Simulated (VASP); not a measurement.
# Al (Fm-3m) in VASP: a series of runs, part 2 of 2

VASP 6.6.1. Earlier steps stand in the parts before.

## Step 3: Single point, BLYP+D4

This run uses another cell than the first one, of 15.85 Å³/atom, 1.026 times its volume.

INCAR reads:

```
PREC = Accurate
ENCUT = 520
EDIFF = 1E-7
ISMEAR = -1
SIGMA = 0.05
LREAL = False
LASPH = True
NELM = 100
ALGO = Normal
ISIF = 2
LWAVE = False
LCHARG = False
GGA = B5
ALDAX = 1.0
AGGAX = 1.0
AGGAC = 1.0
ALDAC = 0.0
IVDW = 13
VDW_S6 = 1.0
VDW_S8 = 2.34076671
VDW_A1 = 0.44488865
VDW_A2 = 4.0933009
NBANDS = 8
```

KPOINTS reads:

```
regular mesh
0
Gamma
  11 11 11
```

POSCAR reads:

```
Al
1.0
    0.0000000000      1.9938649934      1.9938649934
    1.9938649934      0.0000000000      1.9938649934
    1.9938649934      1.9938649934      0.0000000000
Al
1
Direct
    0.0000000000      0.0000000000      0.0000000000
```

Potentials or basis: VASP PAW PBE potentials, release 64 (Al).

Launch:

```
$ cat potpaw_PBE.64/Al/POTCAR > POTCAR
$ mpirun -np 1 vasp_std > vasp.out
```

OUTCAR:

```text
PREC = Accurate
   ENCUT = 520
   EDIFF = 1E-7
   ISMEAR = -1
   LREAL = False
   LASPH = True
   NELM = 100
   ISIF = 2
   GGA = B5
   IVDW = 13

 ion  position               nearest neighbor table
   1  0.000  0.000  0.000-

  LATTYP: Found a face centered cubic cell.
 ALAT       =     3.9877299868

  Lattice vectors:

 A1 = (   0.0000000000,   1.9938649934,   1.9938649934)
 A2 = (   1.9938649934,   0.0000000000,   1.9938649934)
 A3 = (   1.9938649934,   1.9938649934,   0.0000000000)

Analysis of symmetry for initial positions (statically):
=====================================================================
 Subroutine PRICEL returns:
 Original cell was already a primitive cell.

 Routine SETGRP: Setting up the symmetry group for a
 face centered cubic supercell.

 Subroutine GETGRP returns: Found 48 space group operations
[... 9 lines left out ...]

 Routine SETGRP: Setting up the symmetry group for a
 face centered cubic supercell.

 Subroutine GETGRP returns: Found 48 space group operations
 (whereof 48 operations were pure point group operations)
 out of a pool of 48 trial point group operations.

The dynamic configuration has the point symmetry O_h .

 Subroutine INISYM returns: Found 48 space group operations
 (whereof 48 operations are pure point group operations),
 and found     1 'primitive' translations

----------------------------------------------------------------------------------------

                                     Primitive cell

  volume of cell :      15.8532

  direct lattice vectors                    reciprocal lattice vectors
     0.000000000  1.993864993  1.993864993    -0.250769235  0.250769235  0.250769235
     1.993864993  0.000000000  1.993864993     0.250769235 -0.250769235  0.250769235
     1.993864993  1.993864993  0.000000000     0.250769235  0.250769235 -0.250769235

  length of vectors
     2.819750915  2.819750915  2.819750915     0.434345057  0.434345057  0.434345057

  position of ions in fractional coordinates (direct lattice)
     0.000000000  0.000000000  0.000000000

  ion indices of the primitive-cell ions
   primitive index   ion index
                 1           1

----------------------------------------------------------------------------------------

 KPOINTS: regular mesh

Automatic generation of k-mesh.
 Grid dimensions read from file:
 generate k-points for:   11   11   11

 Generating k-lattice:

  Cartesian coordinates                     Fractional coordinates (reciprocal lattice)
    -0.022797203  0.022797203  0.022797203     0.090909091  0.000000000  0.000000000
     0.022797203 -0.022797203  0.022797203     0.000000000  0.090909091  0.000000000
     0.022797203  0.022797203 -0.022797203     0.000000000  0.000000000  0.090909091

  Length of vectors
     0.039485914  0.039485914  0.039485914

  Shift w.r.t. Gamma in fractional coordinates (k-lattice)
     0.000000000  0.000000000  0.000000000

 Subroutine IBZKPT returns following result:
 ===========================================

 Found     56 irreducible k-points:

 Following reciprocal coordinates:
            Coordinates               Weight
  0.000000  0.000000  0.000000      1.000000
  0.090909  0.000000  0.000000      8.000000
  0.181818  0.000000  0.000000      8.000000
  0.272727  0.000000  0.000000      8.000000
  0.363636  0.000000  0.000000      8.000000
  0.454545  0.000000  0.000000      8.000000
[... 16 lines left out ...]
 -0.272727  0.181818  0.000000     24.000000
 -0.181818  0.181818  0.000000     12.000000
 [... further k-points ...]
   k-points           NKPTS =     56   k-points in BZ     NKDIM =     56   number of bands    NBANDS=      8
   number of dos      NEDOS =    301   number of ions     NIONS =      1
   total plane-waves  NPLWV =  13824
   dimension x,y,z NGX =    24 NGY =   24 NGZ =   24
   dimension x,y,z NGXF=    48 NGYF=   48 NGZF=   48
   ions per type =               1
   NGX,Y,Z   is equivalent  to a cutoff of  14.15, 14.15, 14.15 a.u.
   NGXF,Y,Z  is equivalent  to a cutoff of  28.30, 28.30, 28.30 a.u.
 SYSTEM =  unknown system
   PREC   = accura    normal or accurate (medium, high low for compatibility)
   ISTART =      0    job   : 0-new  1-cont  2-samecut
   ICHARG =      2    charge: 1-file 2-atom 10-const
   ISPIN  =      1    spin polarized calculation?
   LNONCOLLINEAR =      F non collinear calculations
   LSORBIT =      F    spin-orbit coupling
   LASPH  =      T    aspherical Exc in radial PAW
   ENCUT  =  520.0 eV  38.22 Ry    6.18 a.u.   5.24  5.24  5.24*2*pi/ulx,y,z
   NELM   =    100;   NELMIN=  2; NELMDL= -5     # of ELM steps
   EDIFF  = 0.1E-06   stopping-criterion for ELM
   LREAL  =      F    real-space projection
   EDIFFG = 0.1E-05   stopping-criterion for IOM
   NSW    =      0    number of steps for IOM
   IBRION =     -1    ionic relax: 0-MD 1-quasi-New 2-CG
   NFREE  =      0    steps in history (QN), initial steepest desc. (CG)
   ISIF   =      2    stress and relaxation
   ISYM   =      2    0-nonsym 1-usesym 2-fastsym
   POTIM  = 0.5000    time-step for ionic-motion
   TEBEG  =    0.0;   TEEND  =   0.0 temperature during run
   PSTRESS=    0.0 pullay stress
   NELECT =       3.0000    total number of electrons
   NUPDOWN=      -1.0000    fix difference up-down
   EMIN   =  10.00;   EMAX   =-10.00  energy-range for DOS
   EFERMI =   0.00;   METHOD = LEGACY
   ISMEAR =    -1;   SIGMA  =   0.05  broadening in eV -4-tet -1-fermi 0-gaus
   EFERMI_NEDOS =   21; number of points for ismear=-14 and -15
   IALGO  =     38    algorithm
   IMIX   =      4    mixing-type and parameters
     AMIX     =   0.40;   BMIX     =  1.00
     AMIX_MAG =   1.60;   BMIX_MAG =  1.00
  volume/ion in A,a.u.               =      15.85       106.98
  Fermi-wavevector in a.u.,A,eV,Ry     =   0.939888  1.776131 12.019247  0.883390
  Thomas-Fermi vector in A             =   2.067245
   LORBIT       =      0    0 simple, 1 ext, 2 COOP (PROOUT), +10 PAW based schemes
   GGA     = B5    functional components
   LHFCALC =     F    Hartree Fock is set to
   AEXX    =    0.0000 exact exchange contribution
   IVDW    =    13    specifies the selected vdW correction
   LEPSILON=     F    determine dielectric tensor
   LRPA    =     F    only Hartree local field effects (RPA)
 non-spin polarized calculation
  energy-cutoff  :      520.00
  volume of cell :       15.85
 maximum number of plane-waves:       440
 NGX is ok and might be reduce to    24
   NGX = 11   NGY = 11   NGZ = 11

 number of electron       3.0000000 magnetization

 Free energy of the ion-electron system (eV)
  ---------------------------------------------------
  ext. energy  EPLUGINS =         0.00000000
  ---------------------------------------------------
  free energy    TOTEN  =        -2.68354781 eV

  energy without entropy =       -2.67950617  energy(sigma->0) =       -2.68152699

 E-fermi :   8.9206     XC(G=0):  -9.8169

 val. band max:        8.7196443664   @ k =  -0.3636   0.3636   0.0000
 cond. band min:       8.9271136047   @ k =   0.4545   0.1818   0.0909
 fundamental gap:      0.2074692383
 Fermi energy:         8.9206037124

 k-point     1 :       0.0000    0.0000    0.0000
  band No.  band energies     occupation
      1      -2.4920      2.00000
      2      21.7031      0.00000
      3      21.7031      0.00000
      4      21.7031      0.00000
      5      23.3541      0.00000
      6      23.3541      0.00000
      7      23.3541      0.00000
      8      25.7563      0.00000

 k-point     2 :       0.0909    0.0000    0.0000
  band No.  band energies     occupation
      1      -2.2617      2.00000
      2      18.7747      0.00000
      3      21.0881      0.00000
      4      21.0881      0.00000
      5      24.0243      0.00000
      6      24.3119      0.00000
      7      24.3119      0.00000
      8      27.5461      0.00000
[... 221 lines left out ...]
 k-point    23 :      -0.2727    0.1818    0.0000
  band No.  band energies     occupation
      1       1.3707      2.00000
      2      10.0561      0.00000
      3      13.5721      0.00000
      4      19.3912      0.00000
      5      21.4665      0.00000
      6      24.4198      0.00000
      7      26.9404      0.00000
      8      27.4488      0.00000

 k-point    24 :      -0.1818    0.1818    0.0000
  band No.  band energies     occupation
      1      -0.0556      2.00000
      2      12.7680      0.00000
      3      14.3371      0.00000
      4      21.0041      0.00000
      5      23.1256      0.00000
      6      24.0791      0.00000
      7      25.3501      0.00000
      8      26.2866      0.00000

 [... further k-points ...]

------------------------ aborting loop because EDIFF is reached ----------------------------------------

  DFT-D4 for vdW energy calculation

  Edisp (eV):   -0.67985

  FORCE on cell =-STRESS in cart. coord.  units (eV):
  Direction    XX          YY          ZZ          XY          YZ          ZX
  --------------------------------------------------------------------------------------
  -------------------------------------------------------------------------------------
  Total       0.01029     0.01029     0.01029    -0.00000    -0.00000     0.00000
  in kB       1.03945     1.03945     1.03945    -0.00000    -0.00000     0.00000
  external pressure =        1.04 kB  Pullay stress =        0.00 kB

 VOLUME and BASIS-vectors are now :
 -----------------------------------------------------------------------------
  energy-cutoff  :      520.00
  volume of cell :       15.85
      direct lattice vectors                 reciprocal lattice vectors
     0.000000000  1.993864993  1.993864993    -0.250769235  0.250769235  0.250769235
     1.993864993  0.000000000  1.993864993     0.250769235 -0.250769235  0.250769235
     1.993864993  1.993864993  0.000000000     0.250769235  0.250769235 -0.250769235

 POSITION                                       TOTAL-FORCE (eV/Angst)
 -----------------------------------------------------------------------------------
      0.00000      0.00000      0.00000         0.000000     -0.000000      0.000000
 -----------------------------------------------------------------------------------
    total drift:                                0.000000      0.000000     -0.000000

  FREE ENERGIE OF THE ION-ELECTRON SYSTEM (eV)
  ---------------------------------------------------
  free  energy   TOTEN  =        -3.3634001727 eV

  energy  without entropy=       -3.3593585351  energy(sigma->0) =       -3.36137935
```

OSZICAR:

```text
N       E                     dE             d eps       ncg     rms          rms(c)
DAV:   1    -0.124960665578E+01   -0.12496E+01   -0.81847E+02   896   0.201E+02
DAV:   2    -0.267769642338E+01   -0.14281E+01   -0.14168E+01  1248   0.194E+01
DAV:   3    -0.268407860641E+01   -0.63822E-02   -0.63822E-02  1128   0.145E+00
DAV:   4    -0.268409864406E+01   -0.20038E-04   -0.20038E-04  1424   0.720E-02
DAV:   5    -0.268409868764E+01   -0.43584E-07   -0.43036E-07  1120   0.178E-03    0.864E-01
DAV:   6    -0.268310964007E+01    0.98905E-03   -0.23720E-03  1088   0.260E-01    0.546E-01
DAV:   7    -0.268348697794E+01   -0.37734E-03   -0.78042E-03  1048   0.497E-01    0.791E-02
DAV:   8    -0.268354562001E+01   -0.58642E-04   -0.15411E-04  1424   0.752E-02    0.166E-02
DAV:   9    -0.268354795058E+01   -0.23306E-05   -0.28146E-06  1088   0.102E-02    0.436E-03
DAV:  10    -0.268354782913E+01    0.12145E-06   -0.14079E-07  1408   0.220E-03    0.594E-04
DAV:  11    -0.268354780681E+01    0.22323E-07   -0.10995E-08   616   0.633E-04
   1 F= -.33634002E+01 E0= -.33613794E+01  d E =-.404164E-02
```

stdout:

```text
POSCAR found type information on POSCAR Al
 POSCAR found :  1 types and       1 ions
 scaLAPACK will be used
 -----------------------------------------------------------------------------
|                                                                             |
|                                                                             |
|     You enforced a specific xc type in the INCAR file but a different       |
|     I HOPE YOU KNOW WHAT YOU ARE DOING!                                     |
|                                                                             |
 -----------------------------------------------------------------------------

 LDA part: xc-table for (Slater(with rela. corr.)+VWN5), standard interpolation
 POSCAR, INCAR and KPOINTS ok, starting setup
 FFT: planning ... GRIDC
 FFT: planning ... GRID_SOFT
 FFT: planning ... GRID
 WAVECAR not read
 entering main loop
```

Wall time 4.5 s (1 thread of Intel Xeon 6975P-C (Granite Rapids), shared host); peak memory 0.13 GiB.

What came out:

```
Free energy                : -3.3634 eV
Pressure                   : 0.1 GPa
Dispersion energy per atom : -0.680 eV
```

Caveat: the PAW data sets were made with another functional, which shifts forces and pressure a little; pairwise dispersion overbinds metals, which lowers pressure and volume.
